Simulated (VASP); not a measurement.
## Au: single point with PBE

Crystal: Au.

```xyz
1
Lattice="0.0000 2.0485 2.0485 2.0485 0.0000 2.0485 2.0485 2.0485 0.0000" Properties=species:S:1:pos:R:3 pbc="T T T"
Au    0.0000    0.0000    0.0000
```

```yaml
Program: VASP 6.6.1
Task: single point
Functional: PBE
Potentials_or_basis: VASP PAW PBE potentials, release 64 (Au)
Cutoff: 500 eV
k_mesh: 10 × 10 × 10
Occupations: methfessel-paxton, width 0.1 eV
Spin: no spin polarisation
Dipole_correction: no
Further_INCAR_settings: ALGO = Normal; EDIFF = 1e-06; NBANDS = 12
```

```json
{"Pressure": "7.3 GPa"}
```

Levels at points of the mesh, in eV from the Fermi level:
```
           k point  band 4  band 5  band 6  band 7  band 8  band 9
(0.00, 0.00, 0.00)   -4.66   -3.17   -3.17   14.52   18.47   18.47
(0.50, 0.00, 0.00)   -1.98   -1.98   -0.93    3.01   13.96   17.05
(0.50, 0.50, 0.00)   -1.67   -1.67    1.03    5.69    9.97    9.97
```

It took 15 s on 1 thread of Intel Xeon 8259CL (shared host), peak memory 0.14 GiB.

Caveat: spin-orbit coupling is left out, which moves the levels of the heavy elements.
